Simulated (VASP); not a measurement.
# Os (Im-3m) in VASP: notebook, part 2 of 2

VASP 6.6.1. The steps go on from the part before.

## 3. Relaxation of cell and atoms, PBE

This run uses another cell than the first one, of 14.28 Å³/atom.

Input file INCAR:

```
SYSTEM = Os
PREC = Accurate
ENCUT = 600
EDIFF = 1E-7
ISMEAR = -1
SIGMA = 0.05
LREAL = .False.
LASPH = .True.
NELM = 80
ALGO = Normal
ISIF = 3
LWAVE = .False.
LCHARG = .False.
GGA = PE
IBRION = 2
NSW = 60
EDIFFG = -0.005
```

Input file KPOINTS:

```
regular mesh
0
Gamma
  19 19 19
  0 0 0
```

Input file POSCAR:

```
Os
1.0
   -1.5284210575      1.5284210575      1.5284210575
    1.5284210575     -1.5284210575      1.5284210575
    1.5284210575      1.5284210575     -1.5284210575
Os
1
Direct
    0.0000000000      0.0000000000      0.0000000000
```

Potentials or basis: VASP PAW PBE potentials, release 64 (Os).

Started as:

```
cat potpaw_PBE.64/Os/POTCAR > POTCAR
mpirun -np 1 vasp_std > vasp.out
```

OUTCAR:

```text
SYSTEM = Os
   PREC = Accurate
   ENCUT = 600
   EDIFF = 1E-7
   ISMEAR = -1
   LREAL = .False.
   LASPH = .True.
   NELM = 80
   ISIF = 3
   GGA = PE
   IBRION = 2
   NSW = 60
   EDIFFG = -0.005

 ion  position               nearest neighbor table
   1  0.000  0.000  0.000-

  LATTYP: Found a body centered cubic cell.
 ALAT       =     3.0568421150

  Lattice vectors:

 A1 = (  -1.5284210575,   1.5284210575,   1.5284210575)
 A2 = (   1.5284210575,  -1.5284210575,   1.5284210575)
 A3 = (   1.5284210575,   1.5284210575,  -1.5284210575)

Analysis of symmetry for initial positions (statically):
=====================================================================
 Subroutine PRICEL returns:
 Original cell was already a primitive cell.

 Routine SETGRP: Setting up the symmetry group for a
 body centered cubic supercell.

 Subroutine GETGRP returns: Found 48 space group operations
 (whereof 48 operations were pure point group operations)
 out of a pool of 48 trial point group operations.

The static configuration has the point symmetry O_h .

Analysis of symmetry for dynamics (positions and initial velocities):
=====================================================================
 Subroutine PRICEL returns:
[... 163 lines left out ...]
  -------------------------------------------------------------------------------------
  Total        1.2029395      1.2029395      1.2029395      0.0000000      0.0000000     -0.0000000
  in kB      134.9476546    134.9476546    134.9476546      0.0000000      0.0000000     -0.0000000
  external PRESSURE =     134.9476546 kB  Pullay stress =       0.0000000 kB
[... 92 lines left out ...]
--------------------------------------- Ionic step        4  -------------------------------------------

 number of electron       8.0000001 magnetization

 Free energy of the ion-electron system (eV)
  ---------------------------------------------------
  ext. energy  EPLUGINS =         0.00000000
  ---------------------------------------------------
  free energy    TOTEN  =       -10.36484174 eV

  energy without entropy =      -10.35190487  energy(sigma->0) =      -10.35837330

 E-fermi :   8.9490     XC(G=0): -13.7252

 val. band max:        8.9447552579   @ k =   0.2105   0.1579   0.1053
 cond. band min:       8.9650637258   @ k =   0.1579   0.1579   0.0000
 fundamental gap:      0.0203084679
 Fermi energy:         8.9490099519

 k-point     1 :       0.0000    0.0000    0.0000
  band No.  band energies     occupation
      1      -1.7914      2.00000
      2       5.6730      2.00000
      3       5.6730      2.00000
      4       5.6730      2.00000
      5       8.8632      1.69527
      6       8.8632      1.69527
      7      25.1257      0.00000
      8      25.1257      0.00000
[... 243 lines left out ...]
 k-point    24 :       0.3158    0.1053   -0.0000
  band No.  band energies     occupation
      1       1.7785      2.00000
      2       4.0252      2.00000
      3       5.9903      2.00000
      4       8.5216      1.99961
      5       9.4761      0.00005
      6      11.2684      0.00000
      7      20.2472      0.00000
      8      22.9152      0.00000

 [... further k-points ...]
[... 5 lines left out ...]
  --------------------------------------------------------------------------------------
  -------------------------------------------------------------------------------------
  Total       -0.0038478     -0.0038478     -0.0038478      0.0000000      0.0000000      0.0000000
  in kB       -0.4169326     -0.4169326     -0.4169326      0.0000000      0.0000000      0.0000000
  external PRESSURE =      -0.4169326 kB  Pullay stress =       0.0000000 kB
[... 16 lines left out ...]
  FREE ENERGIE OF THE ION-ELECTRON SYSTEM (eV)
  ---------------------------------------------------
  free  energy   TOTEN  =       -10.3648417422 eV

  energy  without entropy=      -10.3519048654  energy(sigma->0) =      -10.35837330

 reached required accuracy - stopping structural energy minimisation
```

OSZICAR:

```text
N       E                     dE             d eps       ncg     rms          rms(c)
DAV:   1     0.383942623262E+02    0.38394E+02   -0.46710E+03  3560   0.105E+03
DAV:   2    -0.994696177801E+01   -0.48341E+02   -0.46891E+02  3672   0.236E+02
DAV:   3    -0.109490398420E+02   -0.10021E+01   -0.99473E+00  4496   0.331E+01
[... 33 lines left out ...]
DAV:   2    -0.103648576547E+02    0.98989E-04   -0.17923E-04  4304   0.133E-01    0.538E-02
DAV:   3    -0.103648406953E+02    0.16959E-04   -0.79190E-05  4576   0.831E-02    0.423E-03
DAV:   4    -0.103648416118E+02   -0.91646E-06   -0.88694E-07  3952   0.673E-03    0.984E-04
DAV:   5    -0.103648417543E+02   -0.14253E-06   -0.74712E-08  2688   0.218E-03    0.350E-04
DAV:   6    -0.103648417422E+02    0.12065E-07   -0.73482E-09  1776   0.956E-04
   4 F= -.10364842E+02 E0= -.10358373E+02  d E =-.203882E-01
```

CONTCAR:

```text
Os
   1.00000000000000
    -1.5461984465206673    1.5461984465206673    1.5461984465206673
     1.5461984465206673   -1.5461984465206673    1.5461984465206673
     1.5461984465206673    1.5461984465206673   -1.5461984465206673
  Os
     1
Direct
     0.0000000000000000    0.0000000000000000    0.0000000000000000

  0.00000000E+00  0.00000000E+00  0.00000000E+00
```

Run time: 30 s. Hardware: 1 thread of Intel Xeon 6975P-C (Granite Rapids), shared host; peak memory 0.17 GiB.

What came out:

- Free energy: -10.3648 eV
- Relaxed volume: 14.79 Å³/atom
- Relaxed cell: a = 2.678 Å, b = 2.678 Å, c = 2.678 Å, α = 109.47°, β = 109.47°, γ = 109.47°
- Space group after relaxing (to 0.1 Å): Im-3m (No. 229)
- Energy gained by relaxing: 20.4 meV/atom
- Ionic steps: 4
- Pressure after relaxing: 0.0 GPa
- Band gap on the k mesh: zero (bands 4 and 5 overlap by 4.40 eV)

The path:
```tsv
step	energy change (eV)	largest force (eV/Å)	pressure (GPa)	volume (Å³)
1	0.0000	0.0000	13.49	14.28
2	0.2429	0.0000	-34.55	16.92
3	-0.0203	0.0000	-0.77	14.82
4	-0.0204	0.0000	-0.04	14.79
```

Final structure:
```cif
data_structure
_symmetry_space_group_name_H-M 'P 1'
_symmetry_Int_Tables_number 1
_cell_length_a 2.6781
_cell_length_b 2.6781
_cell_length_c 2.6781
_cell_angle_alpha 109.471
_cell_angle_beta 109.471
_cell_angle_gamma 109.471
_cell_volume 14.79
loop_
_atom_site_label
_atom_site_type_symbol
_atom_site_fract_x
_atom_site_fract_y
_atom_site_fract_z
_atom_site_occupancy
Os1 Os 0.00000 0.00000 0.00000 1
```

Caveat: spin-orbit coupling is left out, which moves the levels of the heavy elements.

## 4. Relaxation of cell and atoms, PBE

Input file INCAR:

```
SYSTEM = Os
ALGO = Normal
EDIFF = 1E-7
EDIFFG = -0.005
ENCUT = 600
GGA = PE
IBRION = 2
ISIF = 3
ISMEAR = -1
LASPH = .TRUE.
LCHARG = .FALSE.
LREAL = .FALSE.
LWAVE = .FALSE.
NELM = 100
NSW = 45
PREC = Accurate
SIGMA = 0.05
```

Input file KPOINTS:

```
k-points
0
G
  19 19 19
  0 0 0
```

Input file POSCAR:

```
Os
1.0
   -1.5459096614      1.5459096614      1.5459096614
    1.5459096614     -1.5459096614      1.5459096614
    1.5459096614      1.5459096614     -1.5459096614
Os
1
Direct
    0.0000000000      0.0000000000      0.0000000000
```

Started as:

```
cat potpaw_PBE.64/Os/POTCAR > POTCAR
mpirun -np 1 vasp_std > vasp.out
```

Run time: 20 s. Hardware: 1 thread of Intel Xeon 6975P-C (Granite Rapids), shared host; peak memory 0.17 GiB.

The run converged. Its results:

| Item | Value |
| --- | --- |
| Free energy | -10.3650 eV |
| Relaxed volume | 14.78 Å³/atom |
| Relaxed cell | a = 2.678 Å, b = 2.678 Å, c = 2.678 Å, α = 109.47°, β = 109.47°, γ = 109.47° |
| Space group after relaxing (to 0.1 Å) | Im-3m (No. 229) |
| Energy gained by relaxing | 0.0 meV/atom |
| Ionic steps | 3 |
| Pressure after relaxing | 0.0 GPa |
| Band gap on the k mesh | zero (bands 4 and 5 overlap by 4.40 eV) |

Final structure:
```cif
data_structure
_symmetry_space_group_name_H-M 'P 1'
_symmetry_Int_Tables_number 1
_cell_length_a 2.6780
_cell_length_b 2.6780
_cell_length_c 2.6780
_cell_angle_alpha 109.471
_cell_angle_beta 109.471
_cell_angle_gamma 109.471
_cell_volume 14.78
loop_
_atom_site_label
_atom_site_type_symbol
_atom_site_fract_x
_atom_site_fract_y
_atom_site_fract_z
_atom_site_occupancy
Os1 Os 0.00000 0.00000 0.00000 1
```

Levels at points of the mesh, in eV from the Fermi level:
```tsv
k point	band 1	band 2	band 3	band 4	band 5	band 6	band 7	band 8
(0.00, 0.00, 0.00)	-10.74	-3.28	-3.28	-3.28	-0.09	-0.09	16.18	16.18
```

Caveat: spin-orbit coupling is left out, which moves the levels of the heavy elements.

## 5. Overview

```tsv
task	cell	cutoff (eV)	gap on the mesh (eV)	pressure (GPa)	relaxed volume (Å³/atom)
single point	a = 2.678 Å, angles 109.5°, 1 atom	520	none	0.0	-
relaxation of cell and atoms	relaxed from a = 2.647 Å, angles 109.5°, 1 atom	600	none	0.0	14.79
relaxation of cell and atoms	relaxed from a = 2.678 Å, angles 109.5°, 1 atom	600	none	0.0	14.78
```

Alike in all rows: level PBE; potentials or basis VASP PAW PBE potentials, release 64 (Os); no spin polarisation; k mesh 19 × 19 × 19; smearing fermi-dirac 0.05 eV.

Caveats: spin-orbit coupling is left out, which moves the levels of the heavy elements.

Absolute energies hang on the potentials; compare differences alone.

The gap in the log of VASP goes by the Fermi energy; the results here count the filled bands.